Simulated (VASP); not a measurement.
Write the native input for VASP 6.6.1 that does the following.

```
Task                   : single point
Functional             : LDA
Potentials or basis    : VASP PAW LDA potentials, release 64 (Sn_d, Te)
Cutoff                 : 520 eV
k mesh                 : 13 × 13 × 13
Occupations            : fermi-dirac, width 0.08 eV
Spin                   : no spin polarisation
Dipole correction      : no
Further INCAR settings : ALGO = Normal; EDIFF = 1e-06; NBANDS = 17
```

The structure of SnTe (rocksalt type) lies in POSCAR:

```
SnTe
1.0
    0.0000000000      2.9875973465      2.9875973465
    2.9875973465      0.0000000000      2.9875973465
    2.9875973465      2.9875973465      0.0000000000
Sn Te
1 1
Direct
    0.0000000000      0.0000000000      0.0000000000
    0.5000000000      0.5000000000      0.5000000000
```

This cell differs from its parent crystal: volume scaled by 0.88.

These files were run (other wordings do the same):

INCAR

```
  ALGO = Normal
  EDIFF = 1E-6
  ENCUT = 520
  ISIF = 2
  ISMEAR = -1
  LASPH = True
  LCHARG = False
  LREAL = False
  LWAVE = False
  NBANDS = 17
  NELM = 100
  PREC = Accurate
  SIGMA = 0.08
```

KPOINTS

```
k-points
0
Gamma
  13 13 13
```

Potentials or basis: VASP PAW LDA potentials, release 64 (Sn_d, Te).

Run with:

```bash
$ cat potpaw_LDA.64/Sn_d/POTCAR potpaw_LDA.64/Te/POTCAR > POTCAR
$ mpirun -np 1 vasp_std > vasp.out
```

It gave:

| Property | Result |
| --- | --- |
| Pressure | 8.6 GPa |

Run time: 20 s on 1 thread of Intel(R) Xeon(R) 6975P-C (Granite Rapids), with other jobs on the host, peak memory 0.2 GiB.
